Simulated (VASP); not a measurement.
# Cr (Im-3m) in VASP: notebook, part 3 of 3

VASP 6.6.1. Earlier steps stand in the parts before.

## Step 6: Single point, PBEsol+U, collinear spin, ferromagnetic start

Input file INCAR:

```
PREC = Accurate ; ENCUT = 520
EDIFF = 1E-6 ; ISMEAR = -1
SIGMA = 0.05 ; LREAL = F
LASPH = T ; NELM = 150
ALGO = Fast ; ISIF = 2
LWAVE = F ; LCHARG = F
ISPIN = 2 ; MAGMOM = 3
LORBIT = 11 ; LMAXMIX = 4
LDAU = T ; LDAUTYPE = 2
LDAUL = 2 ; LDAUU = 8
LDAUJ = 0 ; LDAUPRINT = 1
GGA = PS ; NBANDS = 16
```

Input file KPOINTS:

```
Automatic mesh
0
Gamma
  12 12 12
```

Input file POSCAR:

```
Cr
1.0
   -1.4844496776      1.4844496776      1.4844496776
    1.4844496776     -1.4844496776      1.4844496776
    1.4844496776      1.4844496776     -1.4844496776
Cr
1
Direct
    0.0000000000      0.0000000000      0.0000000000
```

Potentials or basis: VASP PAW PBE potentials, release 64 (Cr_pv).

The run is started by

```sh
$ cat potpaw_PBE.64/Cr_pv/POTCAR > POTCAR
$ mpirun -np 1 vasp_std > vasp.out
```

OUTCAR:

```text
PREC = Accurate
   ENCUT = 520
   EDIFF = 1E-6
   ISMEAR = -1
   LREAL = F
   LASPH = T
   NELM = 150
   ISIF = 2
   ISPIN = 2
   LORBIT = 11
   GGA = PS

 ion  position               nearest neighbor table
   1  0.000  0.000  0.000-

  LATTYP: Found a body centered cubic cell.
 ALAT       =     2.9688993552

  Lattice vectors:

 A1 = (  -1.4844496776,   1.4844496776,   1.4844496776)
 A2 = (   1.4844496776,  -1.4844496776,   1.4844496776)
 A3 = (   1.4844496776,   1.4844496776,  -1.4844496776)

Analysis of symmetry for initial positions (statically):
=====================================================================
 Subroutine PRICEL returns:
 Original cell was already a primitive cell.

 Routine SETGRP: Setting up the symmetry group for a
 body centered cubic supercell.

 Subroutine GETGRP returns: Found 48 space group operations
 (whereof 48 operations were pure point group operations)
 out of a pool of 48 trial point group operations.

The static configuration has the point symmetry O_h .

Analysis of symmetry for dynamics (positions and initial velocities):
=====================================================================
 Subroutine PRICEL returns:
 Original cell was already a primitive cell.

 Routine SETGRP: Setting up the symmetry group for a
 body centered cubic supercell.

 Subroutine GETGRP returns: Found 48 space group operations
 (whereof 48 operations were pure point group operations)
 out of a pool of 48 trial point group operations.

The dynamic configuration has the point symmetry O_h .

Analysis of structural, dynamic, and magnetic symmetry:
=====================================================================
[... 178 lines left out ...]
  o =  0.8808  v =  0.0000 -0.2385  0.0000  0.9711  0.0000  0.0000  0.0000  0.0000  0.0000  0.0000      0.0000  0.0000  0.0000  0.0000  0.0000  0.0000  0.0000  0.0000  0.0000  0.0000
  o =  0.8808  v =  0.0000 -0.9711 -0.0000 -0.2385  0.0000  0.0000  0.0000  0.0000  0.0000  0.0000      0.0000  0.0000  0.0000  0.0000  0.0000  0.0000  0.0000  0.0000  0.0000  0.0000
  o =  0.9043  v =  0.0000 -0.0000  0.9970 -0.0000 -0.0775  0.0000  0.0000  0.0000  0.0000  0.0000      0.0000  0.0000  0.0000  0.0000  0.0000  0.0000  0.0000  0.0000  0.0000  0.0000
  o =  0.9043  v =  0.0000 -0.0000 -0.0775  0.0000 -0.9970  0.0000  0.0000  0.0000  0.0000  0.0000      0.0000  0.0000  0.0000  0.0000  0.0000  0.0000  0.0000  0.0000  0.0000  0.0000

 number of electron      12.0000008 magnetization       4.7812472

 Free energy of the ion-electron system (eV)
  ---------------------------------------------------
  ext. energy  EPLUGINS =         0.00000000
  ---------------------------------------------------
  free energy    TOTEN  =        -4.07498610 eV

  energy without entropy =       -4.07206220  energy(sigma->0) =       -4.07352415

 E-fermi :  10.0195     XC(G=0): -12.6231

 val. band max:        9.9938430670   @ k =  -0.3333   0.4167   0.0833
 cond. band min:      10.0437868688   @ k =   0.5000   0.0000   0.0000
 fundamental gap:      0.0499438018
 Fermi energy:        10.0195050960

 spin component 1

 k-point     1 :       0.0000    0.0000    0.0000
  band No.  band energies     occupation
      1     -32.3212      1.00000
      2     -32.3212      1.00000
      3     -32.3212      1.00000
      4       0.8515      1.00000
      5       5.8900      1.00000
      6       5.8900      1.00000
[... 895 lines left out ...]
      5      11.5696      0.00000
      6      14.0372      0.00000
[... 8 lines left out ...]
     15      41.0915      0.00000
     16      41.8749      0.00000

 [... further k-points ...]

------------------------ aborting loop because EDIFF is reached ----------------------------------------

  FORCE on cell =-STRESS in cart. coord.  units (eV):
  Direction    XX          YY          ZZ          XY          YZ          ZX
  --------------------------------------------------------------------------------------
  -------------------------------------------------------------------------------------
  Total        5.7088851      5.7088851      5.7088851     -0.0000000      0.0000000     -0.0000000
  in kB      699.0455218    699.0455218    699.0455218     -0.0000000      0.0000000     -0.0000000
  external PRESSURE =     699.0455218 kB  Pullay stress =       0.0000000 kB

 VOLUME and BASIS-vectors are now :
 -----------------------------------------------------------------------------
  energy-cutoff  :      520.00
  volume of cell :       13.08
      direct lattice vectors                 reciprocal lattice vectors
    -1.484449678  1.484449678  1.484449678     0.000000000  0.336825160  0.336825160
     1.484449678 -1.484449678  1.484449678     0.336825160  0.000000000  0.336825160
     1.484449678  1.484449678 -1.484449678     0.336825160  0.336825160  0.000000000

 POSITION                                       TOTAL-FORCE (eV/Angst)
 -----------------------------------------------------------------------------------
      0.00000      0.00000      0.00000        -0.000000     -0.000000     -0.000000
 -----------------------------------------------------------------------------------
    total drift:                                0.000000     -0.000000      0.000000

  FREE ENERGIE OF THE ION-ELECTRON SYSTEM (eV)
  ---------------------------------------------------
  free  energy   TOTEN  =        -4.0749861029 eV

  energy  without entropy=       -4.0720621998  energy(sigma->0) =       -4.07352415

 total charge

# of ion       s       p       d       tot
------------------------------------------
    1        0.366   6.259   4.482  11.107

 magnetization (x)

# of ion       s       p       d       tot
------------------------------------------
    1        0.002   0.105   4.363   4.471
```

OSZICAR:

```text
N       E                     dE             d eps       ncg     rms          rms(c)
DAV:   1     0.919521252947E+02    0.91952E+02   -0.62712E+03  4672   0.841E+02
DAV:   2    -0.430388389183E+00   -0.92383E+02   -0.88025E+02  4960   0.244E+02
DAV:   3    -0.196913778268E+01   -0.15387E+01   -0.15346E+01  5280   0.350E+01
DAV:   4    -0.197536217660E+01   -0.62244E-02   -0.62243E-02  5400   0.221E+00
DAV:   5    -0.197541693614E+01   -0.54760E-04   -0.54760E-04  5264   0.188E-01    0.125E+01
RMM:   6    -0.209493251424E+01   -0.11952E+00   -0.20055E+00  5376   0.129E+01    0.148E+01
RMM:   7    -0.375341273712E+01   -0.16585E+01   -0.25610E-01  5277   0.465E+00    0.682E+00
RMM:   8    -0.402998348255E+01   -0.27657E+00   -0.45058E-01  5431   0.596E+00    0.420E+00
RMM:   9    -0.406346561979E+01   -0.33482E-01   -0.20974E-01  5422   0.437E+00    0.122E+00
RMM:  10    -0.407217462108E+01   -0.87090E-02   -0.18504E-02  5354   0.138E+00    0.760E-01
RMM:  11    -0.407436223791E+01   -0.21876E-02   -0.98397E-04  5508   0.346E-01    0.286E-01
RMM:  12    -0.407492650283E+01   -0.56426E-03   -0.50835E-04  5514   0.218E-01    0.102E-01
RMM:  13    -0.407497453712E+01   -0.48034E-04   -0.33725E-05  5611   0.620E-02    0.600E-02
RMM:  14    -0.407498587749E+01   -0.11340E-04   -0.11508E-05  5522   0.336E-02    0.220E-02
RMM:  15    -0.407498610290E+01   -0.22541E-06   -0.41360E-06  5189   0.204E-02
   1 F= -.40749861E+01 E0= -.40735242E+01  d E =-.292390E-02  mag=     4.7829
```

Wall time 32 s (1 thread of Intel Xeon 8259CL, shared host); peak memory 0.15 GiB.

What came out:

| Quantity | Value |
| --- | --- |
| Free energy | -4.0750 eV |
| Pressure | 69.9 GPa |
| Net moment | 4.78 μB per cell |
| Site moments | Cr +4.47 μB |
| Valence electrons inside the program's atomic spheres | Cr 11.11 |

Levels at points of the mesh, in eV from the Fermi level:
Spin up:
```
           k point  band 4  band 5  band 6  band 7  band 8  band 9  band 10  band 11  band 12  band 13
(0.00, 0.00, 0.00)   -9.17   -4.13   -4.13   -4.13   -2.33   -2.33     7.64    19.40    19.40    19.40
(0.50, 0.00, 0.00)   -7.10   -5.55   -2.28   -2.06   -0.78   -0.56     6.31     7.64    14.34    17.46
(0.50, 0.50, 0.50)   -7.25   -7.25   -0.92   -0.92   -0.92    7.64     7.87     7.87     7.87    12.55
```
Spin down:
```tsv
k point	band 1	band 2	band 3	band 4	band 5	band 6	band 7	band 8	band 9
(0.00, 0.00, 0.00)	-38.23	-38.23	-38.23	-6.80	6.44	6.44	6.44	8.36	8.36
(0.50, 0.00, 0.00)	-39.00	-38.47	-38.24	0.02	1.49	4.44	8.40	8.99	10.47
(0.50, 0.50, 0.50)	-38.75	-38.75	-38.75	1.34	1.34	10.02	10.02	10.02	10.50
```

Eigenvalues of the final occupation matrices:
| site | spin | trace | eigenvalues |
| --- | --- | --- | --- |
| site 1 d | 1 | 4.45 | 0.88 0.88 0.88 0.90 0.90 |
| site 1 d | 2 | 0.06 | 0.01 0.01 0.01 0.01 0.01 |

Caveat: the cell stands under pressure; the PAW data sets were made with another functional, which shifts forces and pressure a little; the U is typed as a test and isn't derived for this compound. The state reached can hang on the start; a lower one may exist.
